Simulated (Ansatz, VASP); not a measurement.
## One calculation of Sc, two programs

File INCAR:

```
ALGO = Fast ; EDIFF = 1E-6
ENCUT = 520 ; GGA = PE
ISIF = 2 ; ISMEAR = 0
LASPH = T ; LCHARG = F
LREAL = F ; LWAVE = F
NBANDS = 18 ; NELM = 60
PREC = Accurate ; SIGMA = 0.15
```

KPOINTS

```
k-points
0
Gamma
  15 15 10
```

POSCAR

```
Sc
1.0
    3.4302000000      0.0000000000      0.0000000000
   -1.7151000000      2.9706403401      0.0000000000
    0.0000000000      0.0000000000      5.4380000000
Sc
2
Direct
    0.3333333333      0.6666666667      0.2500000000
    0.6666666667      0.3333333333      0.7500000000
```

Input for Ansatz:

```yaml
crystal:
  lattice:
    - [3.4302, 0.0, 0.0]
    - [-1.7151, 2.9706403401, 0.0]
    - [0.0, 0.0, 5.438]
  atoms:
    - { symbol: Sc, position: [0.3333333333, 0.6666666667, 0.25] }
    - { symbol: Sc, position: [0.6666666667, 0.3333333333, 0.75] }
basis:
  ecutwfc: 520.0
kpoints:
  mp_grid: { grid: [15, 15, 10] }
hamiltonian:
  xc: pbe
  pseudopotentials: { kind: paw }
scf:
  occupations: { method: gaussian, width: 0.15 }
output:
  forces: true
  stress: true
  eigenvalues: true
```

Alike in both runs: task single point; functional PBE; k mesh 15 × 15 × 10; occupations gaussian, width 0.15 eV; no spin polarisation.

```csv
,VASP,Ansatz
version,VASP 6.6.1,Ansatz 0.2.0
potentials or method,"VASP PAW PBE potentials, release 64 (Sc_sv), cutoff 520 eV","scalar-relativistic, plane waves, PAW"
valence electrons in the cell,22,22
```

```tsv
	VASP	Ansatz	Ansatz less VASP
gap on the k mesh at the Fermi level (eV)	none	none	-
pressure (GPa)	-5.1	-5.1	-0.02
traceless stress, the component that is largest in VASP (GPa)	-0.53	-0.53	+0.001
```

A gap of «none» marks a metal or a gap that the smearing closes.
